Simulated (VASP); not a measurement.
# PC (P-6m2) in VASP: further runs, part 3 of 3

VASP 6.6.1. The steps go on from the part before.

### 4 Single point, PBE

Input file INCAR:

```
SYSTEM = PC
PREC = Accurate
ENCUT = 600
EDIFF = 1E-6
ISMEAR = 0
SIGMA = 0.2
LREAL = .FALSE.
LASPH = .TRUE.
NELM = 120
ALGO = Normal
ISIF = 2
LWAVE = .FALSE.
LCHARG = .TRUE.
GGA = PE
LELF = .TRUE.
LVHAR = .TRUE.
NBANDS = 12
GGA_COMPAT = .FALSE.
```

Input file KPOINTS:

```
regular mesh
0
G
  8 8 4
  0 0 0
```

Input file POSCAR:

```
PC
1.0
    2.7935584269     -0.0000000027      0.0000000000
   -1.3967792111      2.4192925660      0.0000000000
    0.0000000000      0.0000000000      2.6686778040
P C
1 1
Direct
    0.0000000000      0.0000000000      0.0000000000
    0.6666666667      0.3333333333      0.5000000000
```

Potentials or basis: VASP PAW PBE potentials, release 64 (P, C).

The run is started by

```console
$ cat potpaw_PBE.64/P/POTCAR potpaw_PBE.64/C/POTCAR > POTCAR
$ mpirun -np 1 vasp_std > vasp.out
```

OUTCAR:

```text
SYSTEM = PC
   PREC = Accurate
   ENCUT = 600
   EDIFF = 1E-6
   ISMEAR = 0
   LREAL = .FALSE.
   LASPH = .TRUE.
   NELM = 120
   ISIF = 2
   GGA = PE

 ion  position               nearest neighbor table
   1  0.000  0.000  0.000-   2 2.09   2 2.09   2 2.09   2 2.09   2 2.09   2 2.09
   2  0.667  0.333  0.500-   1 2.09   1 2.09   1 2.09   1 2.09   1 2.09   1 2.09

  LATTYP: Found a hexagonal cell.
 ALAT       =     2.7935584269
 C/A-ratio  =     0.9552969354

  Lattice vectors:

 A1 = (   2.7935584269,  -0.0000000027,   0.0000000000)
 A2 = (  -1.3967792111,   2.4192925660,   0.0000000000)
 A3 = (   0.0000000000,   0.0000000000,   2.6686778040)

Analysis of symmetry for initial positions (statically):
=====================================================================
 Subroutine PRICEL returns:
 Original cell was already a primitive cell.

 Routine SETGRP: Setting up the symmetry group for a
 hexagonal supercell.

 Subroutine GETGRP returns: Found 12 space group operations
 (whereof 12 operations were pure point group operations)
 out of a pool of 24 trial point group operations.

The static configuration has the point symmetry D_3h.

Analysis of symmetry for dynamics (positions and initial velocities):
=====================================================================
 Subroutine PRICEL returns:
 Original cell was already a primitive cell.

 Routine SETGRP: Setting up the symmetry group for a
 hexagonal supercell.

 Subroutine GETGRP returns: Found 12 space group operations
 (whereof 12 operations were pure point group operations)
 out of a pool of 24 trial point group operations.

The dynamic configuration has the point symmetry D_3h.

 Subroutine INISYM returns: Found 12 space group operations
 (whereof 12 operations are pure point group operations),
 and found     1 'primitive' translations

----------------------------------------------------------------------------------------

                                     Primitive cell

  volume of cell :      18.0361

  direct lattice vectors                    reciprocal lattice vectors
     2.793558427 -0.000000003  0.000000000     0.357966381  0.206671986  0.000000000
    -1.396779211  2.419292566  0.000000000     0.000000000  0.413343973  0.000000000
     0.000000000  0.000000000  2.668677804     0.000000000  0.000000000  0.374717397

  length of vectors
     2.793558427  2.793558427  2.668677804     0.413343973  0.413343973  0.374717397

  position of ions in fractional coordinates (direct lattice)
     0.000000000  0.000000000  0.000000000
     0.666666667  0.333333333  0.500000000

  ion indices of the primitive-cell ions
   primitive index   ion index
                 1           1
                 2           2

----------------------------------------------------------------------------------------

 KPOINTS: regular mesh

Automatic generation of k-mesh.
 Grid dimensions read from file:
 generate k-points for:    8    8    4

 Generating k-lattice:

  Cartesian coordinates                     Fractional coordinates (reciprocal lattice)
     0.044745798  0.025833998  0.000000000     0.125000000  0.000000000  0.000000000
     0.000000000  0.051667997  0.000000000    -0.000000000  0.125000000  0.000000000
     0.000000000  0.000000000  0.093679349     0.000000000  0.000000000  0.250000000

  Length of vectors
     0.051667997  0.051667997  0.093679349

  Shift w.r.t. Gamma in fractional coordinates (k-lattice)
     0.000000000  0.000000000  0.000000000

 Subroutine IBZKPT returns following result:
 ===========================================

 Found     30 irreducible k-points:

 Following reciprocal coordinates:
            Coordinates               Weight
  0.000000  0.000000  0.000000      1.000000
  0.125000  0.000000  0.000000      6.000000
  0.250000  0.000000  0.000000      6.000000
  0.375000  0.000000  0.000000      6.000000
  0.500000  0.000000  0.000000      3.000000
  0.125000  0.125000  0.000000      6.000000
[... 16 lines left out ...]
  0.250000  0.000000  0.500000      6.000000
  0.375000  0.000000  0.500000      6.000000
 [... further k-points ...]
   k-points           NKPTS =     30   k-points in BZ     NKDIM =     30   number of bands    NBANDS=     12
   number of dos      NEDOS =    301   number of ions     NIONS =      2
   total plane-waves  NPLWV =  13824
   dimension x,y,z NGX =    24 NGY =   24 NGZ =   24
   dimension x,y,z NGXF=    48 NGYF=   48 NGZF=   48
   ions per type =               1   1
   NGX,Y,Z   is equivalent  to a cutoff of  14.28, 14.28, 14.95 a.u.
   NGXF,Y,Z  is equivalent  to a cutoff of  28.57, 28.57, 29.90 a.u.
 SYSTEM =  PC
   PREC   = accura    normal or accurate (medium, high low for compatibility)
   ISTART =      0    job   : 0-new  1-cont  2-samecut
   ICHARG =      2    charge: 1-file 2-atom 10-const
   ISPIN  =      1    spin polarized calculation?
   LNONCOLLINEAR =      F non collinear calculations
   LSORBIT =      F    spin-orbit coupling
   LASPH  =      T    aspherical Exc in radial PAW
   ENCUT  =  600.0 eV  44.10 Ry    6.64 a.u.   5.58  5.58  5.33*2*pi/ulx,y,z
   NELM   =    120;   NELMIN=  2; NELMDL= -5     # of ELM steps
   EDIFF  = 0.1E-05   stopping-criterion for ELM
   LREAL  =      F    real-space projection
   EDIFFG = 0.1E-04   stopping-criterion for IOM
   NSW    =      0    number of steps for IOM
   IBRION =     -1    ionic relax: 0-MD 1-quasi-New 2-CG
   NFREE  =      0    steps in history (QN), initial steepest desc. (CG)
   ISIF   =      2    stress and relaxation
   ISYM   =      2    0-nonsym 1-usesym 2-fastsym
   POTIM  = 0.5000    time-step for ionic-motion
   TEBEG  =    0.0;   TEEND  =   0.0 temperature during run
   PSTRESS=    0.0 pullay stress
   NELECT =       9.0000    total number of electrons
   NUPDOWN=      -1.0000    fix difference up-down
   EMIN   =  10.00;   EMAX   =-10.00  energy-range for DOS
   EFERMI =   0.00;   METHOD = LEGACY
   ISMEAR =     0;   SIGMA  =   0.20  broadening in eV -4-tet -1-fermi 0-gaus
   EFERMI_NEDOS =   21; number of points for ismear=-14 and -15
   IALGO  =     38    algorithm
   IMIX   =      4    mixing-type and parameters
     AMIX     =   0.40;   BMIX     =  1.00
     AMIX_MAG =   1.60;   BMIX_MAG =  1.00
  volume/ion in A,a.u.               =       9.02        60.86
  Fermi-wavevector in a.u.,A,eV,Ry     =   1.298499  2.453807 22.940773  1.686099
  Thomas-Fermi vector in A             =   2.429823
   LORBIT       =      0    0 simple, 1 ext, 2 COOP (PROOUT), +10 PAW based schemes
   GGA     = PE    functional components
   LHFCALC =     F    Hartree Fock is set to
   AEXX    =    0.0000 exact exchange contribution
   IVDW    =     0    specifies the selected vdW correction
   LEPSILON=     F    determine dielectric tensor
   LRPA    =     F    only Hartree local field effects (RPA)
 non-spin polarized calculation
 Gauss-broadening in eV      SIGMA  =   0.20
  energy-cutoff  :      600.00
  volume of cell :       18.04
 maximum number of plane-waves:       613
 NGX is ok and might be reduce to    24
   NGX = 11   NGY = 11   NGZ = 11

 number of electron       8.9999999 magnetization

 Free energy of the ion-electron system (eV)
  ---------------------------------------------------
  ext. energy  EPLUGINS =         0.00000000
  ---------------------------------------------------
  free energy    TOTEN  =       -11.38612227 eV

  energy without entropy =      -11.37708488  energy(sigma->0) =      -11.38160357

 E-fermi :  11.3002     XC(G=0): -12.6022

 val. band max:       11.1571990453   @ k =   0.1250   0.1250   0.5000
 cond. band min:      11.3581555281   @ k =   0.2500   0.0000   0.5000
 fundamental gap:      0.2009564828
 Fermi energy:        11.3001833333

 k-point     1 :       0.0000    0.0000    0.0000
  band No.  band energies     occupation
      1      -7.8585      2.00000
      2       8.0954      2.00000
      3      10.1680      2.00000
      4      10.1680      2.00000
      5      11.9661      0.00000
      6      16.1050      0.00000
      7      16.1050      0.00000
      8      16.8357      0.00000
      9      23.1390      0.00000
     10      24.5978      0.00000
     11      27.9248      0.00000
     12      27.9248      0.00000
[... 331 lines left out ...]
 k-point    24 :       0.3750    0.0000    0.5000
  band No.  band energies     occupation
      1      -0.3241      2.00000
      2      -0.1074      2.00000
      3       5.1282      2.00000
      4       6.0104      2.00000
      5      10.7166      1.99996
      6      13.4853      0.00000
      7      15.9065      0.00000
      8      17.5137      0.00000
      9      26.7963      0.00000
     10      27.6158      0.00000
     11      30.5080      0.00000
     12      30.6562      0.00000

 [... further k-points ...]
[... 5 lines left out ...]
  --------------------------------------------------------------------------------------
  -------------------------------------------------------------------------------------
  Total       -0.0876215     -0.0876215     -0.0349381     -0.0000000     -0.0000000      0.0000000
  in kB       -7.7835704     -7.7835704     -3.1036125     -0.0000000     -0.0000000      0.0000000
  external PRESSURE =      -6.2235845 kB  Pullay stress =       0.0000000 kB

 VOLUME and BASIS-vectors are now :
 -----------------------------------------------------------------------------
  energy-cutoff  :      600.00
  volume of cell :       18.04
      direct lattice vectors                 reciprocal lattice vectors
     2.793558427 -0.000000003  0.000000000     0.357966381  0.206671986  0.000000000
    -1.396779211  2.419292566  0.000000000     0.000000000  0.413343973  0.000000000
     0.000000000  0.000000000  2.668677804     0.000000000  0.000000000  0.374717397

 POSITION                                       TOTAL-FORCE (eV/Angst)
 -----------------------------------------------------------------------------------
      0.00000      0.00000      0.00000        -0.000000     -0.000000      0.000000
      1.39678      0.80643      1.33434         0.000000      0.000000      0.000000
 -----------------------------------------------------------------------------------
    total drift:                               -0.000000      0.000000      0.000000

  FREE ENERGIE OF THE ION-ELECTRON SYSTEM (eV)
  ---------------------------------------------------
  free  energy   TOTEN  =       -11.3861222674 eV

  energy  without entropy=      -11.3770848801  energy(sigma->0) =      -11.38160357
```

OSZICAR:

```text
N       E                     dE             d eps       ncg     rms          rms(c)
DAV:   1     0.124917731056E+02    0.12492E+02   -0.47094E+03   728   0.707E+02
DAV:   2    -0.113781752847E+02   -0.23870E+02   -0.22796E+02   980   0.128E+02
DAV:   3    -0.121022813648E+02   -0.72411E+00   -0.72025E+00   892   0.171E+01
DAV:   4    -0.121042822218E+02   -0.20009E-02   -0.20007E-02   796   0.114E+00
DAV:   5    -0.121042881347E+02   -0.59129E-05   -0.59127E-05   892   0.603E-02    0.835E+00
DAV:   6    -0.113872690628E+02    0.71702E+00   -0.34860E+00   744   0.780E+00    0.396E+00
DAV:   7    -0.113882392488E+02   -0.97019E-03   -0.10503E-01   840   0.218E+00    0.230E+00
DAV:   8    -0.113862425653E+02    0.19967E-02   -0.10943E-02   740   0.664E-01    0.184E-01
DAV:   9    -0.113860932098E+02    0.14936E-03   -0.14312E-03   856   0.198E-01    0.579E-02
DAV:  10    -0.113861221942E+02   -0.28984E-04   -0.11054E-04   832   0.729E-02    0.247E-02
DAV:  11    -0.113861222674E+02   -0.73281E-07   -0.14677E-06   688   0.797E-03
   1 F= -.11386122E+02 E0= -.11381604E+02  d E =-.903739E-02
```

Wall time 2.9 s (1 thread of Intel Xeon 6975P-C (Granite Rapids), shared host); peak memory 0.13 GiB.

Results:

```
Free energy : -11.3861 eV
Pressure    : -0.6 GPa
```

Caveat: the k points lie up to 0.59 Å⁻¹ apart.

### 5 Summary

| cell | gap on the mesh (eV) | pressure (GPa) |
| --- | --- | --- |
| a = 2.792, b = 2.792, c = 2.669 Å, angles 90.0, 90.0, 120.0°, 2 atoms | none | -0.5 |
| a = 2.793, b = 2.793, c = 2.669 Å, angles 90.0, 90.0, 120.0°, 2 atoms | none | -0.6 |
| a = 2.794, b = 2.794, c = 2.669 Å, angles 90.0, 90.0, 120.0°, 2 atoms | none | -0.6 |

Alike in all rows: task single point; level PBE; potentials or basis VASP PAW PBE potentials, release 64 (P, C); no spin polarisation; k mesh 8 × 8 × 4; cutoff (eV) 600; smearing gaussian 0.2 eV.

Caveats: all runs use coarse meshes.

Total energies depend on the potentials used, so only differences within one code and one set of settings carry meaning.
